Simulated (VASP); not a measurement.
A run of VASP 6.6.1 is set up as follows.

INCAR

```
SYSTEM = MnO2
PREC     = Accurate       ! precision mode
ENCUT    = 700            ! plane-wave cutoff, eV
EDIFF    = 1E-6           ! SCF threshold, eV
ISMEAR   = -1             ! smearing method
SIGMA    = 0.03           ! smearing width, eV
LREAL    = .False.        ! projectors in reciprocal space
LASPH    = .True.         ! aspherical terms in the spheres
NELM     = 120            ! most SCF steps
ALGO     = Normal         ! electronic algorithm
ISIF     = 2              ! what is computed and relaxed
LWAVE    = .False.        ! write WAVECAR
LCHARG   = .True.         ! write CHGCAR
LELF     = .True.         ! ELF
LVHAR    = .True.       
NBANDS   = 20             ! bands
GGA_COMPAT= .False.
```

The input KPOINTS:

```
regular mesh
0
Gamma
  11 11 6
  0 0 0
```

The input POSCAR:

```
MnO2
1.0
    2.6068576215      0.0000000000      0.0000000000
   -1.3034288108      2.2576049243      0.0000000000
    0.0000000000      0.0000000000      4.1991243640
Mn O
1 2
Direct
    0.0000000000      0.0000000000      0.5000000000
    0.6666666667      0.3333333333      0.2937074300
    0.3333333333      0.6666666667      0.7062925700
```

Potentials or basis: VASP PAW LDA potentials, release 64 (Mn_sv, O).

Run with:

```console
$ cat potpaw_LDA.64/Mn_sv/POTCAR potpaw_LDA.64/O/POTCAR > POTCAR
$ mpirun -np 1 vasp_std > vasp.out
```

Question: What does it give for the band gap on the k mesh?

Answer: Zero (an odd number of electrons rules out a gap without spin polarisation).

Question: What does it give for the largest force?

Answer: 4.853 eV/Å.

Question: What does it give for the pressure?

Answer: 71.5 GPa.

Forces in eV/Å, atoms in the order of the input:
```
Mn   0.000  0.000  0.000
O    0.000  0.000 -4.853
O    0.000  0.000  4.853
```

Caveat: the stress differs along the axes, from 55 to 80 GPa; an odd number of electrons without spin polarisation forces a metal; a magnetic or distorted state may lie lower; the run has no spin polarisation, though such a crystal can be magnetic; semilocal functionals often make such compounds metallic where correlation or magnetic order opens a gap, which also shifts bond lengths. Spin polarisation is off, so any magnetic state and its effect on volume and gap are missing.
